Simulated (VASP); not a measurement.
Input of a VASP 6.6.1 run:

The input INCAR:

```
PREC = Accurate ; ENCUT = 520
EDIFF = 1E-6 ; ISMEAR = -1
SIGMA = 0.02 ; LREAL = False
LASPH = True ; NELM = 60
ALGO = Normal ; ISIF = 2
LWAVE = False ; LCHARG = False
GGA = PE ; NBANDS = 11
```

File KPOINTS:

```
regular mesh
0
Gamma
  12 12 12
```

File POSCAR:

```
C
1.0
   -0.0178012414      1.7801241434      1.7801241434
    1.7801241434     -0.0178012414      1.7801241434
    1.7623229020      1.7623229020      0.0000000000
C
2
Direct
   -0.0001608287     -0.0001608287      0.0001608287
    0.2501608287      0.2501608287      0.2498391713
```

Potentials or basis: VASP PAW PBE potentials, release 64 (C).

The run is started by

```sh
$ cat potpaw_PBE.64/C/POTCAR > POTCAR
$ mpirun -np 1 vasp_std > vasp.out
```

**Question.** Estimate the band gap on the k mesh.

**Answer.** 4.11 eV (least direct gap 5.29 eV).

**Question.** Predict the pressure.

**Answer.** 5.1 GPa.

Forces in eV/Å, atoms in the order of the input:
```
C    0.000  0.000 -0.027
C    0.000  0.000  0.027
```

Caveat: the cell differs from its parent crystal (shear xy strain -2.0%); the cell stands under pressure. A k mesh can miss the band edges.
